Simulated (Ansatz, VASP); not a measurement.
## La in VASP and in Ansatz

Contents of INCAR:

```
PREC = Accurate ; ENCUT = 520
EDIFF = 1E-7 ; ISMEAR = -1
SIGMA = 0.05 ; LREAL = False
LASPH = True ; NELM = 60
ALGO = Normal ; ISIF = 2
LWAVE = False ; LCHARG = False
GGA = CA ; NBANDS = 18
```

File KPOINTS:

```
Automatic mesh
0
Gamma
  8 8 5
```

File POSCAR:

```
La
1.0
    3.7248314564      0.0000000000      0.0000000000
   -1.8624157282      3.2257986661      0.0000000000
    0.0000000000      0.0000000000      6.0292605175
La
2
Direct
    0.6666666667      0.3333333333      0.7500000000
    0.3333333333      0.6666666667      0.2500000000
```

File input.yaml:

```yaml
crystal:
  lattice:
    - [3.7248314564, 0.0, 0.0]
    - [-1.8624157282, 3.2257986661, 0.0]
    - [0.0, 0.0, 6.0292605175]
  atoms:
    - { symbol: La, position: [0.6666666667, 0.3333333333, 0.75] }
    - { symbol: La, position: [0.3333333333, 0.6666666667, 0.25] }
hamiltonian:
  xc: lda
  pseudopotentials: { kind: paw }
kpoints:
  mp_grid: { grid: [8, 8, 5] }
scf:
  occupations: { method: fermi_dirac, width: 0.05 }
output:
  forces: true
  stress: true
  eigenvalues: true
```

Alike in both runs: task single point; functional LDA; k mesh 8 × 8 × 5; occupations fermi-dirac, width 0.05 eV; no spin polarisation.

|  | VASP | Ansatz |
| --- | --- | --- |
| version | VASP 6.6.1 | Ansatz 0.2.0 |
| potentials or method | VASP PAW LDA potentials, release 64 (La) | Ansatz PAW |
| plane-wave cutoff (eV) | 520 | 420 |
| valence electrons in the cell | 22 | 22 |

|  | VASP | Ansatz | Ansatz less VASP |
| --- | --- | --- | --- |
| gap on the k mesh at the Fermi level (eV) | none | none | - |
| pressure (GPa) | -2.4 | -2.4 | +0.06 |
| traceless stress, the component that is largest in VASP (GPa) | -0.13 | -0.13 | 0.000 |

LDA's correlation is that of Perdew and Zunger in VASP and of Perdew and Wang (1992) in Ansatz. A gap of «none» marks a metal or a gap that the smearing closes.

Neither program's run includes spin-orbit coupling.
